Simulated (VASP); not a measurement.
Crystal: BaS.

```
CELL_PARAMETERS angstrom
3.83376 -0.07418 0.00000
-0.07418 3.83376 0.00000
0.00000 0.00000 3.83376
ATOMIC_POSITIONS crystal
Ba 0.00000 0.00000 0.00000
S 0.50000 0.50000 0.50000
```

This cell differs from its parent crystal: shear xy strain -3.9%.

Base run:

* Program: VASP 6.6.1
* Functional: r2SCAN
* Potentials or basis: VASP PAW PBE potentials, release 64 (Ba_sv, S)
* Cutoff: 550 eV
* k mesh: 6 × 6 × 6
* Occupations: gaussian, width 0.01 eV
* Spin: no spin polarisation

Its results: band gap on the k mesh 1.81 eV (least direct gap 1.90 eV); pressure 1.1 GPa.

The run is repeated on the same cell with these changes: functional from r2SCAN to PBE; cutoff from 550 eV to 500 eV; occupations from gaussian, width 0.01 eV to fermi-dirac, width 0.02 eV. What comes out?

Band gap on the k mesh 1.43 eV (least direct gap 1.54 eV); pressure 1.3 GPa.

Caveats: spin-orbit coupling is left out, which moves the levels of the heavy elements; the PAW data sets were made with another functional, which shifts forces and pressure a little (at least some runs).

A k mesh can miss the band edges.
